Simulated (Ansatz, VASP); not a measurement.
# Si2W in VASP and in Ansatz

```
Si W
1.0
    -1.61450    1.61450    3.93266
     1.61450   -1.61450    3.93266
     1.61450    1.61450   -3.93266
Si W
2 1
Cartesian
  0.0000 0.0000 2.6309
  0.0000 0.0000 5.2344
  0.0000 0.0000 0.0000
```

Alike in both runs: task single point; functional PBEsol; dispersion D4; k mesh 14 × 14 × 14; occupations gaussian, width 0.05 eV; non-collinear spin, spin-orbit coupling.

```csv
,VASP,Ansatz
version,VASP 6.6.1,Ansatz 0.2.0
potentials or method,"VASP PAW PBE potentials, release 64 (Si, W_sv), cutoff 520 eV","plane waves, PAW"
valence electrons in the cell,22,22
```

|  | VASP | Ansatz | Ansatz less VASP |
| --- | --- | --- | --- |
| pressure (GPa) | -8.0 | -8.6 | -0.65 |
| rms of the force components (eV/Å) | 0.026 | 0.028 | +0.0019 |
| net moment per atom (μB) | 0.00 | 0.00 | 0.000 |

VASP's potentials were made for PBE, not for PBEsol. Atom by atom the forces differ by 0.002 eV/Å (rms over components).
